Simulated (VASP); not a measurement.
# RbSi2 (P-3m1) in VASP: relaxation of shape and atoms at fixed volume with PBE

Aim: the relaxation of shape and atoms at fixed volume of RbSi2 with PBE.

Program: VASP 6.6.1. These are calculated values, not measurements. Logs are shortened: lines on timing, memory, paths and dates and some standing lists are left out, and cuts for length are marked.

## 1. The cell of the first run

Symmetry: P-3m1, No. 164, trigonal system. The conventional cell has a = 4.070 Å, b = 4.070 Å, c = 6.336 Å, α = 90.00°, β = 90.00°, γ = 120.00°. Rb (site symmetry -3m) has 12 Si at 3.70 to 4.20 Å and 6 Rb at 4.07 Å within 4.9 Å. Si (site symmetry 3m) has 3 Si at 2.43 Å within 3.2 Å.

## 2. Relaxation of shape and atoms at fixed volume, PBE (30.29 Å³/atom)

INCAR reads:

```
ALGO = Normal ; EDIFF = 1E-7
EDIFFG = -0.01 ; ENCUT = 600
GGA = PE ; IBRION = 2
ISIF = 4 ; ISMEAR = 0
LASPH = T ; LCHARG = F
LREAL = F ; LWAVE = F
NELM = 100 ; NSW = 50
PREC = Accurate ; SIGMA = 0.1
```

KPOINTS reads:

```
k-points
0
Gamma
  12 12 8
```

POSCAR reads:

```
RbSi2
1.0
    4.0695153887      0.0000000000      0.0000000000
   -2.0347576944      3.5243037077      0.0000000000
    0.0000000000      0.0000000000      6.3361066379
Rb Si
1 2
Direct
    0.0000000000      0.0000000000      0.0000000000
    0.3333333333      0.6666666667      0.4500877107
    0.6666666667      0.3333333333      0.5499122893
```

Potentials or basis: VASP PAW PBE potentials, release 64 (Rb_sv, Si).

On the command line:

```sh
> cat potpaw_PBE.64/Rb_sv/POTCAR potpaw_PBE.64/Si/POTCAR > POTCAR
> mpirun -np 1 vasp_std > vasp.out
```

OUTCAR:

```text
EDIFF = 1E-7
   EDIFFG = -0.01
   ENCUT = 600
   GGA = PE
   IBRION = 2
   ISIF = 4
   ISMEAR = 0
   LASPH = T
   LREAL = F
   NELM = 100
   NSW = 50
   PREC = Accurate

 ion  position               nearest neighbor table
   1  0.000  0.000  0.000-   2 3.70   3 3.70   3 3.70   2 3.70   3 3.70   2 3.70   3 4.20   2 4.20
                             3 4.20   2 4.20   3 4.20   2 4.20
   2  0.333  0.667  0.450-   3 2.43   3 2.43   3 2.43   1 3.70   1 3.70   1 3.70   1 4.20   1 4.20
                             1 4.20
   3  0.667  0.333  0.550-   2 2.43   2 2.43   2 2.43   1 3.70   1 3.70   1 3.70   1 4.20   1 4.20
                             1 4.20

  LATTYP: Found a hexagonal cell.
 ALAT       =     4.0695153887
 C/A-ratio  =     1.5569683446

  Lattice vectors:

 A1 = (   4.0695153887,   0.0000000000,   0.0000000000)
 A2 = (  -2.0347576944,   3.5243037077,   0.0000000000)
 A3 = (   0.0000000000,   0.0000000000,   6.3361066379)

Analysis of symmetry for initial positions (statically):
=====================================================================
 Subroutine PRICEL returns:
 Original cell was already a primitive cell.

 Routine SETGRP: Setting up the symmetry group for a
 hexagonal supercell.

 Subroutine GETGRP returns: Found 12 space group operations
 (whereof 12 operations were pure point group operations)
 out of a pool of 24 trial point group operations.

The static configuration has the point symmetry D_3d.

Analysis of symmetry for dynamics (positions and initial velocities):
=====================================================================
 Subroutine PRICEL returns:
 Original cell was already a primitive cell.

 Routine SETGRP: Setting up the symmetry group for a
 hexagonal supercell.

 Subroutine GETGRP returns: Found 12 space group operations
 (whereof 12 operations were pure point group operations)
 out of a pool of 24 trial point group operations.

The dynamic configuration has the point symmetry D_3d.

 Subroutine INISYM returns: Found 12 space group operations
 (whereof 12 operations are pure point group operations),
 and found     1 'primitive' translations

----------------------------------------------------------------------------------------

                                     Primitive cell

  volume of cell :      90.8738

  direct lattice vectors                    reciprocal lattice vectors
     4.069515389  0.000000000  0.000000000     0.245729504  0.141871996  0.000000000
    -2.034757694  3.524303708  0.000000000     0.000000000  0.283743991  0.000000000
     0.000000000  0.000000000  6.336106638     0.000000000  0.000000000  0.157825627

  length of vectors
     4.069515389  4.069515389  6.336106638     0.283743991  0.283743991  0.157825627

  position of ions in fractional coordinates (direct lattice)
     0.000000000  0.000000000  0.000000000
     0.333333333  0.666666667  0.450087711
     0.666666667  0.333333333  0.549912289

  ion indices of the primitive-cell ions
   primitive index   ion index
                 1           1
                 2           2
                 3           3

----------------------------------------------------------------------------------------

 KPOINTS: k-points

Automatic generation of k-mesh.
 Grid dimensions read from file:
 generate k-points for:   12   12    8

 Generating k-lattice:

  Cartesian coordinates                     Fractional coordinates (reciprocal lattice)
     0.020477459  0.011822666  0.000000000     0.083333333  0.000000000  0.000000000
     0.000000000  0.023645333  0.000000000     0.000000000  0.083333333  0.000000000
     0.000000000  0.000000000  0.019728203     0.000000000  0.000000000  0.125000000

  Length of vectors
     0.023645333  0.023645333  0.019728203

  Shift w.r.t. Gamma in fractional coordinates (k-lattice)
     0.000000000  0.000000000  0.000000000

 Subroutine IBZKPT returns following result:
 ===========================================

 Found    131 irreducible k-points:

 Following reciprocal coordinates:
            Coordinates               Weight
  0.000000  0.000000  0.000000      1.000000
  0.083333 -0.000000  0.000000      6.000000
  0.166667 -0.000000  0.000000      6.000000
  0.250000  0.000000  0.000000      6.000000
  0.333333 -0.000000  0.000000      6.000000
  0.416667 -0.000000  0.000000      6.000000
[... 16 lines left out ...]
  0.166667 -0.000000  0.125000      6.000000
  0.000000  0.166667  0.125000      6.000000
 [... further k-points ...]
   k-points           NKPTS =    131   k-points in BZ     NKDIM =    131   number of bands    NBANDS=     12
   number of dos      NEDOS =    301   number of ions     NIONS =      3
   total plane-waves  NPLWV =  69984
   dimension x,y,z NGX =    36 NGY =   36 NGZ =   54
   dimension x,y,z NGXF=    72 NGYF=   72 NGZF=  108
   ions per type =               1   2
   NGX,Y,Z   is equivalent  to a cutoff of  14.71, 14.71, 14.17 a.u.
   NGXF,Y,Z  is equivalent  to a cutoff of  29.41, 29.41, 28.34 a.u.
 SYSTEM =  unknown system
   PREC   = accura    normal or accurate (medium, high low for compatibility)
   ISTART =      0    job   : 0-new  1-cont  2-samecut
   ICHARG =      2    charge: 1-file 2-atom 10-const
   ISPIN  =      1    spin polarized calculation?
   LNONCOLLINEAR =      F non collinear calculations
   LSORBIT =      F    spin-orbit coupling
   LASPH  =      T    aspherical Exc in radial PAW
   ENCUT  =  600.0 eV  44.10 Ry    6.64 a.u.   8.13  8.13 12.65*2*pi/ulx,y,z
   NELM   =    100;   NELMIN=  2; NELMDL= -5     # of ELM steps
   EDIFF  = 0.1E-06   stopping-criterion for ELM
   LREAL  =      F    real-space projection
   EDIFFG = -.1E-01   stopping-criterion for IOM
   NSW    =     50    number of steps for IOM
   IBRION =      2    ionic relax: 0-MD 1-quasi-New 2-CG
   NFREE  =      1    steps in history (QN), initial steepest desc. (CG)
   ISIF   =      4    stress and relaxation
   ISYM   =      2    0-nonsym 1-usesym 2-fastsym
   POTIM  = 0.5000    time-step for ionic-motion
   TEBEG  =    0.0;   TEEND  =   0.0 temperature during run
   PSTRESS=    0.0 pullay stress
   NELECT =      17.0000    total number of electrons
   NUPDOWN=      -1.0000    fix difference up-down
   EMIN   =  10.00;   EMAX   =-10.00  energy-range for DOS
   EFERMI =   0.00;   METHOD = LEGACY
   ISMEAR =     0;   SIGMA  =   0.10  broadening in eV -4-tet -1-fermi 0-gaus
   EFERMI_NEDOS =   21; number of points for ismear=-14 and -15
   IALGO  =     38    algorithm
   IMIX   =      4    mixing-type and parameters
     AMIX     =   0.40;   BMIX     =  1.00
     AMIX_MAG =   1.60;   BMIX_MAG =  1.00
  volume/ion in A,a.u.               =      30.29       204.42
  Fermi-wavevector in a.u.,A,eV,Ry     =   0.936293  1.769337 11.927466  0.876644
  Thomas-Fermi vector in A             =   2.063287
   LORBIT       =      0    0 simple, 1 ext, 2 COOP (PROOUT), +10 PAW based schemes
   GGA     = PE    functional components
   LHFCALC =     F    Hartree Fock is set to
   AEXX    =    0.0000 exact exchange contribution
   IVDW    =     0    specifies the selected vdW correction
   LEPSILON=     F    determine dielectric tensor
   LRPA    =     F    only Hartree local field effects (RPA)
 conjugate gradient relaxation of ions
 non-spin polarized calculation
 Gauss-broadening in eV      SIGMA  =   0.10
  energy-cutoff  :      600.00
  volume of cell :       90.87
 maximum number of plane-waves:      3058
 NGX is ok and might be reduce to    36
   NGX = 17   NGY = 17   NGZ = 25

--------------------------------------- Ionic step        1  -------------------------------------------

 number of electron      17.0000000 magnetization

 Free energy of the ion-electron system (eV)
  ---------------------------------------------------
  ext. energy  EPLUGINS =         0.00000000
  ---------------------------------------------------
  free energy    TOTEN  =       -11.51947657 eV

  energy without entropy =      -11.51509029  energy(sigma->0) =      -11.51728343

------------------------ aborting loop because EDIFF is reached ----------------------------------------

  FORCE on cell =-STRESS in cart. coord.  units (eV):
  Direction    XX          YY          ZZ          XY          YZ          ZX
  --------------------------------------------------------------------------------------
  -------------------------------------------------------------------------------------
  Total       -1.7895104     -1.7895104     -1.3369458      0.0000000      0.0000000     -0.0000000
  in kB      -31.5505048    -31.5505048    -23.5714282      0.0000000      0.0000000     -0.0000000
  external PRESSURE =     -28.8908126 kB  Pullay stress =       0.0000000 kB
[... 133 lines left out ...]
  energy  without entropy=      -11.5176778762  energy(sigma->0) =      -11.51980160

--------------------------------------- Ionic step        5  -------------------------------------------

 number of electron      17.0000000 magnetization

 Free energy of the ion-electron system (eV)
  ---------------------------------------------------
  ext. energy  EPLUGINS =         0.00000000
  ---------------------------------------------------
  free energy    TOTEN  =       -11.52193944 eV

  energy without entropy =      -11.51769513  energy(sigma->0) =      -11.51981729

 E-fermi :   3.3030     XC(G=0):  -8.1777

 val. band max:        3.3006809238   @ k =   0.3333   0.0833   0.3750
 cond. band min:       3.3091436278   @ k =   0.4167  -0.0000   0.1250
 fundamental gap:      0.0084627040
 Fermi energy:         3.3029902415

 k-point     1 :       0.0000    0.0000    0.0000
  band No.  band energies     occupation
      1     -24.8853      2.00000
      2      -8.9782      2.00000
      3      -8.7863      2.00000
      4      -8.7863      2.00000
      5      -7.3892      2.00000
      6      -0.1793      2.00000
      7       1.9575      2.00000
      8       1.9575      2.00000
      9       2.6653      2.00000
     10       3.9141      0.00000
     11       5.7975      0.00000
     12       5.7975      0.00000
[... 331 lines left out ...]
 k-point    24 :       0.0000    0.1667    0.1250
  band No.  band energies     occupation
      1     -24.8735      2.00000
      2      -8.9646      2.00000
      3      -8.9390      2.00000
      4      -8.8180      2.00000
      5      -7.0546      2.00000
      6      -0.5007      2.00000
      7       0.4801      2.00000
      8       1.5274      2.00000
      9       3.2849      1.20140
     10       4.6540      0.00000
     11       6.1795      0.00000
     12       6.5679      0.00000

 [... further k-points ...]

------------------------ aborting loop because EDIFF is reached ----------------------------------------

  FORCE on cell =-STRESS in cart. coord.  units (eV):
  Direction    XX          YY          ZZ          XY          YZ          ZX
  --------------------------------------------------------------------------------------
  -------------------------------------------------------------------------------------
  Total       -1.5112942     -1.5112942     -1.5188600      0.0000000      0.0000000      0.0000000
  in kB      -26.6453296    -26.6453296    -26.7787209      0.0000000      0.0000000      0.0000000
  external PRESSURE =     -26.6897934 kB  Pullay stress =       0.0000000 kB
[... 18 lines left out ...]
  FREE ENERGIE OF THE ION-ELECTRON SYSTEM (eV)
  ---------------------------------------------------
  free  energy   TOTEN  =       -11.5219394427 eV

  energy  without entropy=      -11.5176951344  energy(sigma->0) =      -11.51981729

 reached required accuracy - stopping structural energy minimisation
```

Run time: 7 min. Hardware: 1 thread of Intel Xeon 8259CL, shared host; peak memory 0.39 GiB.

What came out:

* Free energy: -11.5219 eV
* Energy gained by relaxing: 0.8 meV/atom
* Ionic steps: 5
* Pressure after relaxing: -2.7 GPa
* Largest force after relaxing: 0.007 eV/Å
* Band gap on the k mesh: zero (an odd number of electrons rules out a gap without spin polarisation)

Forces in eV/Å, atoms in the order of the input:
```
Rb   0.000  0.000  0.000
Si   0.000  0.000  0.007
Si   0.000  0.000 -0.007
```

Step by step:
```csv
step,energy change (eV),largest force (eV/Å),pressure (GPa),volume (Å³)
1,0.0000,0.0380,-2.89,90.87
2,-0.0018,0.0255,-2.79,90.87
3,-0.0024,0.0122,-2.67,90.87
4,-0.0024,0.0117,-2.67,90.87
5,-0.0025,0.0072,-2.67,90.87
```

Final structure:
```
Rb Si
1.0
     4.04918    0.00000    0.00000
    -2.02459    3.50669    0.00000
     0.00000    0.00000    6.39992
Rb Si
1 2
Cartesian
  0.0000 0.0000 6.3999
  0.0000 2.3378 2.8851
  2.0246 1.1689 3.5148
```

Levels at points of the mesh, in eV from the Fermi level:
```csv
k point,band 7,band 8,band 9,band 10,band 11,band 12
"(0.00, 0.00, 0.00)",-1.35,-1.35,-0.64,0.61,2.49,2.49
"(0.50, 0.00, 0.00)",-2.59,-2.16,-0.13,0.44,1.92,3.31
"(0.00, 0.00, 0.50)",-1.32,-1.32,0.54,1.55,2.04,2.31
"(0.50, 0.00, 0.50)",-2.64,-1.82,-0.93,0.69,2.70,3.21
```
